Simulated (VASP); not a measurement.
# In4Sb3As (P-4m2) in VASP: single point with PBE

Aim: the single point of In4Sb3As with PBE.

Everything below comes from runs of VASP 6.6.1. Logs are shortened: lines on timing, memory, paths and dates and some standing lists are left out, and cuts for length are marked.

## (1) The cell of the first run

Symmetry: P-4m2, No. 115, tetragonal system. The conventional cell has a = 4.617 Å, b = 4.617 Å, c = 13.030 Å, α = 90.00°, β = 90.00°, γ = 90.00°. In (site symmetry 2mm) has 4 Sb at 2.85 to 2.86 Å within 3.8 Å. Within 3.6 Å of In (site symmetry 2mm) lie 2 As at 2.74 Å and 2 Sb at 2.86 Å. Within 3.8 Å of Sb (site symmetry 2mm) lie 4 In at 2.85 to 2.86 Å. Within 3.8 Å of Sb (site symmetry -4m2) lie 4 In at 2.86 Å. Within 3.6 Å of As (site symmetry -4m2) lie 4 In at 2.74 Å.

## (2) Single point, PBE

INCAR reads:

```
SYSTEM = In4Sb3As
PREC = Accurate ; ENCUT = 520
EDIFF = 1E-6 ; ISMEAR = 0
SIGMA = 0.1 ; LREAL = .FALSE.
LASPH = .TRUE. ; NELM = 60
ALGO = Normal ; ISIF = 2
LWAVE = .FALSE. ; LCHARG = .TRUE.
GGA = PE ; LELF = .TRUE.
LVHAR = .TRUE. ; NBANDS = 46
```

KPOINTS reads:

```
regular mesh
0
G
  4 4 2
  0 0 0
```

POSCAR reads:

```
In4Sb3As
1.0
    4.6166896000      0.0000000000      0.0000000000
    0.0000000000      4.6166896000      0.0000000000
    0.0000000000      0.0000000000     13.0296060000
In Sb As
4 3 1
Direct
    0.5000000000      0.0000000000      0.6293160000
    0.0000000000      0.5000000000      0.8873080000
    0.5000000000      0.0000000000      0.1126920000
    0.0000000000      0.5000000000      0.3706840000
    0.5000000000      0.5000000000      0.2417660000
    0.0000000000      0.0000000000      0.5000000000
    0.5000000000      0.5000000000      0.7582340000
    0.0000000000      0.0000000000      0.0000000000
```

Potentials or basis: VASP PAW PBE potentials, release 64 (In_d, Sb, As).

On the command line:

```bash
> cat potpaw_PBE.64/In_d/POTCAR potpaw_PBE.64/Sb/POTCAR potpaw_PBE.64/As/POTCAR > POTCAR
> mpirun -np 1 vasp_std > vasp.out
```

OUTCAR:

```text
SYSTEM = In4Sb3As
   PREC = Accurate
   ENCUT = 520
   EDIFF = 1E-6
   ISMEAR = 0
   LREAL = .FALSE.
   LASPH = .TRUE.
   NELM = 60
   ISIF = 2
   GGA = PE

 ion  position               nearest neighbor table
   1  0.500  0.000  0.629-   7 2.85   7 2.85   6 2.86   6 2.86
   2  0.000  0.500  0.887-   8 2.74   8 2.74   7 2.86   7 2.86
   3  0.500  0.000  0.113-   8 2.74   8 2.74   5 2.86   5 2.86
   4  0.000  0.500  0.371-   5 2.85   5 2.85   6 2.86   6 2.86
   5  0.500  0.500  0.242-   4 2.85   4 2.85   3 2.86   3 2.86
   6  0.000  0.000  0.500-   1 2.86   4 2.86   4 2.86   1 2.86
   7  0.500  0.500  0.758-   1 2.85   1 2.85   2 2.86   2 2.86
   8  0.000  0.000  0.000-   2 2.74   3 2.74   2 2.74   3 2.74

  LATTYP: Found a simple tetragonal cell.
 ALAT       =     4.6166896000
 C/A-ratio  =     2.8222833088

  Lattice vectors:

 A1 = (   4.6166896000,   0.0000000000,   0.0000000000)
 A2 = (   0.0000000000,   4.6166896000,   0.0000000000)
 A3 = (   0.0000000000,   0.0000000000,  13.0296060000)

Analysis of symmetry for initial positions (statically):
=====================================================================
 Subroutine PRICEL returns:
 Original cell was already a primitive cell.

 Routine SETGRP: Setting up the symmetry group for a
 simple tetragonal supercell.

 Subroutine GETGRP returns: Found  8 space group operations
 (whereof  8 operations were pure point group operations)
 out of a pool of 16 trial point group operations.

The static configuration has the point symmetry D_2d.

Analysis of symmetry for dynamics (positions and initial velocities):
=====================================================================
 Subroutine PRICEL returns:
 Original cell was already a primitive cell.

 Routine SETGRP: Setting up the symmetry group for a
 simple tetragonal supercell.

 Subroutine GETGRP returns: Found  8 space group operations
 (whereof  8 operations were pure point group operations)
 out of a pool of 16 trial point group operations.

The dynamic configuration has the point symmetry D_2d.

 Subroutine INISYM returns: Found  8 space group operations
 (whereof  8 operations are pure point group operations),
 and found     1 'primitive' translations

----------------------------------------------------------------------------------------

                                     Primitive cell

  volume of cell :     277.7107

  direct lattice vectors                    reciprocal lattice vectors
     4.616689600  0.000000000  0.000000000     0.216605422  0.000000000  0.000000000
     0.000000000  4.616689600  0.000000000     0.000000000  0.216605422  0.000000000
     0.000000000  0.000000000 13.029606000     0.000000000  0.000000000  0.076748292

  length of vectors
     4.616689600  4.616689600 13.029606000     0.216605422  0.216605422  0.076748292

  position of ions in fractional coordinates (direct lattice)
     0.500000000  0.000000000  0.629316000
     0.000000000  0.500000000  0.887308000
     0.500000000  0.000000000  0.112692000
     0.000000000  0.500000000  0.370684000
     0.500000000  0.500000000  0.241766000
     0.000000000  0.000000000  0.500000000
     0.500000000  0.500000000  0.758234000
     0.000000000  0.000000000  0.000000000

  ion indices of the primitive-cell ions
   primitive index   ion index
                 1           1
                 2           2
                 3           3
                 4           4
                 5           5
                 6           6
                 7           7
                 8           8

----------------------------------------------------------------------------------------

 KPOINTS: regular mesh

Automatic generation of k-mesh.
 Grid dimensions read from file:
 generate k-points for:    4    4    2

 Generating k-lattice:

  Cartesian coordinates                     Fractional coordinates (reciprocal lattice)
     0.054151356  0.000000000  0.000000000     0.250000000  0.000000000  0.000000000
     0.000000000  0.054151356  0.000000000     0.000000000  0.250000000  0.000000000
     0.000000000  0.000000000  0.038374146     0.000000000  0.000000000  0.500000000

  Length of vectors
     0.054151356  0.054151356  0.038374146

  Shift w.r.t. Gamma in fractional coordinates (k-lattice)
     0.000000000  0.000000000  0.000000000

 Subroutine IBZKPT returns following result:
 ===========================================

 Found     12 irreducible k-points:

 Following reciprocal coordinates:
            Coordinates               Weight
  0.000000  0.000000  0.000000      1.000000
  0.250000  0.000000  0.000000      4.000000
  0.500000  0.000000  0.000000      2.000000
  0.250000  0.250000  0.000000      4.000000
  0.500000  0.250000  0.000000      4.000000
  0.500000  0.500000  0.000000      1.000000
  0.000000  0.000000  0.500000      1.000000
  0.250000  0.000000  0.500000      4.000000
  0.500000  0.000000  0.500000      2.000000
  0.250000  0.250000  0.500000      4.000000
  0.500000  0.250000  0.500000      4.000000
  0.500000  0.500000  0.500000      1.000000
   k-points           NKPTS =     12   k-points in BZ     NKDIM =     12   number of bands    NBANDS=     46
   number of dos      NEDOS =    301   number of ions     NIONS =      8
   total plane-waves  NPLWV = 127008
   dimension x,y,z NGX =    36 NGY =   36 NGZ =   98
   dimension x,y,z NGXF=    72 NGYF=   72 NGZF=  196
   ions per type =               4   3   1
   NGX,Y,Z   is equivalent  to a cutoff of  12.96, 12.96, 12.50 a.u.
   NGXF,Y,Z  is equivalent  to a cutoff of  25.93, 25.93, 25.01 a.u.
 SYSTEM =  In4Sb3As
   PREC   = accura    normal or accurate (medium, high low for compatibility)
   ISTART =      0    job   : 0-new  1-cont  2-samecut
   ICHARG =      2    charge: 1-file 2-atom 10-const
   ISPIN  =      1    spin polarized calculation?
   LNONCOLLINEAR =      F non collinear calculations
   LSORBIT =      F    spin-orbit coupling
   LASPH  =      T    aspherical Exc in radial PAW
   ENCUT  =  520.0 eV  38.22 Ry    6.18 a.u.   8.58  8.58 24.23*2*pi/ulx,y,z
   NELM   =     60;   NELMIN=  2; NELMDL= -5     # of ELM steps
   EDIFF  = 0.1E-05   stopping-criterion for ELM
   LREAL  =      F    real-space projection
   EDIFFG = 0.1E-04   stopping-criterion for IOM
   NSW    =      0    number of steps for IOM
   IBRION =     -1    ionic relax: 0-MD 1-quasi-New 2-CG
   NFREE  =      0    steps in history (QN), initial steepest desc. (CG)
   ISIF   =      2    stress and relaxation
   ISYM   =      2    0-nonsym 1-usesym 2-fastsym
   POTIM  = 0.5000    time-step for ionic-motion
   TEBEG  =    0.0;   TEEND  =   0.0 temperature during run
   PSTRESS=    0.0 pullay stress
   NELECT =      72.0000    total number of electrons
   NUPDOWN=      -1.0000    fix difference up-down
   EMIN   =  10.00;   EMAX   =-10.00  energy-range for DOS
   EFERMI =   0.00;   METHOD = LEGACY
   ISMEAR =     0;   SIGMA  =   0.10  broadening in eV -4-tet -1-fermi 0-gaus
   EFERMI_NEDOS =   21; number of points for ismear=-14 and -15
   IALGO  =     38    algorithm
   IMIX   =      4    mixing-type and parameters
     AMIX     =   0.40;   BMIX     =  1.00
     AMIX_MAG =   1.60;   BMIX_MAG =  1.00
  volume/ion in A,a.u.               =      34.71       234.26
  Fermi-wavevector in a.u.,A,eV,Ry     =   1.043890  1.972666 14.826358  1.089707
  Thomas-Fermi vector in A             =   2.178619
   LORBIT       =      0    0 simple, 1 ext, 2 COOP (PROOUT), +10 PAW based schemes
   GGA     = PE    functional components
   LHFCALC =     F    Hartree Fock is set to
   AEXX    =    0.0000 exact exchange contribution
   IVDW    =     0    specifies the selected vdW correction
   LEPSILON=     F    determine dielectric tensor
   LRPA    =     F    only Hartree local field effects (RPA)
 non-spin polarized calculation
 Gauss-broadening in eV      SIGMA  =   0.10
  energy-cutoff  :      520.00
  volume of cell :      277.71
 maximum number of plane-waves:      7510
 NGX is ok and might be reduce to    36
   NGX = 17   NGY = 17   NGZ = 49

 number of electron      71.9999966 magnetization

 Free energy of the ion-electron system (eV)
  ---------------------------------------------------
  ext. energy  EPLUGINS =         0.00000000
  ---------------------------------------------------
  free energy    TOTEN  =       -28.28117600 eV

  energy without entropy =      -28.27651103  energy(sigma->0) =      -28.27884352

 E-fermi :   4.3453     XC(G=0):  -8.4767

 val. band max:        4.3286854130   @ k =   0.0000   0.0000   0.0000
 cond. band min:       4.5703760826   @ k =   0.5000   0.0000   0.0000
 fundamental gap:      0.2416906696
 Fermi energy:         4.3452909428

 k-point     1 :       0.0000    0.0000    0.0000
  band No.  band energies     occupation
      1     -10.2377      2.00000
      2     -10.1787      2.00000
      3     -10.1762      2.00000
      4     -10.1629      2.00000
      5     -10.1629      2.00000
      6     -10.1423      2.00000
[... 38 lines left out ...]
     45       7.4579      0.00000
     46       7.4974      0.00000

 k-point     2 :       0.2500    0.0000    0.0000
  band No.  band energies     occupation
      1     -10.2308      2.00000
      2     -10.1889      2.00000
      3     -10.1776      2.00000
      4     -10.1642      2.00000
      5     -10.1591      2.00000
      6     -10.1353      2.00000
[... 38 lines left out ...]
     45       7.9994      0.00000
     46       8.6591      0.00000

 k-point     3 :       0.5000    0.0000    0.0000
  band No.  band energies     occupation
      1     -10.2277      2.00000
      2     -10.2015      2.00000
      3     -10.1798      2.00000
      4     -10.1716      2.00000
      5     -10.1545      2.00000
      6     -10.1383      2.00000
[... 38 lines left out ...]
     45       8.6154      0.00000
     46       8.6526      0.00000

 k-point     4 :       0.2500    0.2500    0.0000
  band No.  band energies     occupation
      1     -10.2340      2.00000
      2     -10.1986      2.00000
      3     -10.1914      2.00000
      4     -10.1748      2.00000
      5     -10.1396      2.00000
      6     -10.1378      2.00000
[... 38 lines left out ...]
     45       8.8024      0.00000
     46       8.8619      0.00000

 k-point     5 :       0.5000    0.2500    0.0000
  band No.  band energies     occupation
      1     -10.2416      2.00000
      2     -10.2120      2.00000
      3     -10.1988      2.00000
      4     -10.1829      2.00000
      5     -10.1362      2.00000
      6     -10.1291      2.00000
[... 38 lines left out ...]
     45       9.0551      0.00000
     46       9.4318      0.00000

 k-point     6 :       0.5000    0.5000    0.0000
  band No.  band energies     occupation
      1     -10.2555      2.00000
      2     -10.2256      2.00000
      3     -10.2087      2.00000
      4     -10.1938      2.00000
      5     -10.1291      2.00000
      6     -10.1187      2.00000
[... 38 lines left out ...]
     45       8.4841      0.00000
     46       8.5855      0.00000

 k-point     7 :       0.0000    0.0000    0.5000
  band No.  band energies     occupation
      1     -10.2366      2.00000
      2     -10.1911      2.00000
      3     -10.1625      2.00000
      4     -10.1625      2.00000
      5     -10.1574      2.00000
      6     -10.1497      2.00000
[... 38 lines left out ...]
     45       8.0325      0.00000
     46       8.0325      0.00000

 k-point     8 :       0.2500    0.0000    0.5000
  band No.  band energies     occupation
      1     -10.2304      2.00000
      2     -10.1914      2.00000
      3     -10.1768      2.00000
      4     -10.1614      2.00000
      5     -10.1591      2.00000
      6     -10.1381      2.00000
[... 38 lines left out ...]
     45       8.2131      0.00000
     46       8.2613      0.00000

 k-point     9 :       0.5000    0.0000    0.5000
  band No.  band energies     occupation
      1     -10.2277      2.00000
      2     -10.2015      2.00000
      3     -10.1798      2.00000
      4     -10.1716      2.00000
      5     -10.1544      2.00000
      6     -10.1382      2.00000
[... 38 lines left out ...]
     45       8.4398      0.00000
     46       8.4916      0.00000

 k-point    10 :       0.2500    0.2500    0.5000
  band No.  band energies     occupation
      1     -10.2339      2.00000
      2     -10.1969      2.00000
      3     -10.1944      2.00000
      4     -10.1737      2.00000
      5     -10.1398      2.00000
      6     -10.1375      2.00000
[... 38 lines left out ...]
     45       8.7380      0.00000
     46       8.7440      0.00000

 k-point    11 :       0.5000    0.2500    0.5000
  band No.  band energies     occupation
      1     -10.2415      2.00000
      2     -10.2110      2.00000
      3     -10.2004      2.00000
      4     -10.1832      2.00000
      5     -10.1348      2.00000
      6     -10.1288      2.00000
[... 38 lines left out ...]
     45       9.1238      0.00000
     46       9.4623      0.00000

 k-point    12 :       0.5000    0.5000    0.5000
  band No.  band energies     occupation
      1     -10.2553      2.00000
      2     -10.2230      2.00000
      3     -10.2123      2.00000
      4     -10.1946      2.00000
      5     -10.1215      2.00000
      6     -10.1206      2.00000
[... 38 lines left out ...]
     45      10.5072      0.00000
     46      10.5469      0.00000

------------------------ aborting loop because EDIFF is reached ----------------------------------------

  FORCE on cell =-STRESS in cart. coord.  units (eV):
  Direction    XX          YY          ZZ          XY          YZ          ZX
  --------------------------------------------------------------------------------------
  -------------------------------------------------------------------------------------
  Total        0.5278506      0.5278506     -0.3064694      0.0000000      0.0000000     -0.0000000
  in kB        3.0452924      3.0452924     -1.7680926      0.0000000      0.0000000     -0.0000000
  external PRESSURE =       1.4408307 kB  Pullay stress =       0.0000000 kB

 VOLUME and BASIS-vectors are now :
 -----------------------------------------------------------------------------
  energy-cutoff  :      520.00
  volume of cell :      277.71
      direct lattice vectors                 reciprocal lattice vectors
     4.616689600  0.000000000  0.000000000     0.216605422  0.000000000  0.000000000
     0.000000000  4.616689600  0.000000000     0.000000000  0.216605422  0.000000000
     0.000000000  0.000000000 13.029606000     0.000000000  0.000000000  0.076748292

 POSITION                                       TOTAL-FORCE (eV/Angst)
 -----------------------------------------------------------------------------------
      2.30834      0.00000      8.19974         0.000000     -0.000000     -0.000804
      0.00000      2.30834     11.56127         0.000000     -0.000000      0.009225
      2.30834      0.00000      1.46833         0.000000     -0.000000     -0.009225
      0.00000      2.30834      4.82987        -0.000000     -0.000000      0.000804
      2.30834      2.30834      3.15012         0.000000      0.000000      0.004681
      0.00000      0.00000      6.51480         0.000000     -0.000000      0.000000
      2.30834      2.30834      9.87949         0.000000     -0.000000     -0.004681
      0.00000      0.00000      0.00000        -0.000000     -0.000000      0.000000
 -----------------------------------------------------------------------------------
    total drift:                                0.000000      0.000000     -0.000000

  FREE ENERGIE OF THE ION-ELECTRON SYSTEM (eV)
  ---------------------------------------------------
  free  energy   TOTEN  =       -28.2811760039 eV

  energy  without entropy=      -28.2765110338  energy(sigma->0) =      -28.27884352
```

It took 98 s on 1 thread of Intel Xeon 6975P-C (Granite Rapids), shared host; peak memory 0.42 GiB.

Results:

- Free energy: -28.2812 eV
- Pressure: 0.1 GPa
- Largest force: 0.009 eV/Å
- Band gap on the k mesh: zero (filled and empty bands touch)

Forces in eV/Å, atoms in the order of the input:
```
In   0.000  0.000 -0.001
In   0.000  0.000  0.009
In   0.000  0.000 -0.009
In   0.000  0.000  0.001
Sb   0.000  0.000  0.005
Sb   0.000  0.000  0.000
Sb   0.000  0.000 -0.005
As   0.000  0.000  0.000
```

Levels at points of the mesh, in eV from the Fermi level:
| k point | band 33 | band 34 | band 35 | band 36 | band 37 | band 38 | band 39 | band 40 |
| --- | --- | --- | --- | --- | --- | --- | --- | --- |
| (0.00, 0.00, 0.00) | -1.18 | -0.69 | -0.06 | -0.02 | -0.02 | 1.33 | 1.46 | 1.67 |
| (0.50, 0.00, 0.00) | -0.95 | -0.85 | -0.82 | -0.79 | 0.23 | 0.61 | 1.81 | 2.13 |
| (0.50, 0.50, 0.00) | -2.14 | -2.10 | -2.10 | -2.05 | 1.39 | 1.45 | 1.45 | 1.50 |
| (0.00, 0.00, 0.50) | -0.63 | -0.63 | -0.39 | -0.39 | 1.13 | 1.15 | 1.45 | 1.50 |
| (0.50, 0.00, 0.50) | -1.47 | -0.83 | -0.82 | -0.81 | 0.95 | 1.40 | 1.46 | 1.56 |
| (0.50, 0.50, 0.50) | -2.37 | -2.37 | -2.31 | -2.26 | 2.09 | 2.09 | 2.17 | 2.19 |

Caveat: spin-orbit coupling is left out, which moves the levels of the heavy elements.
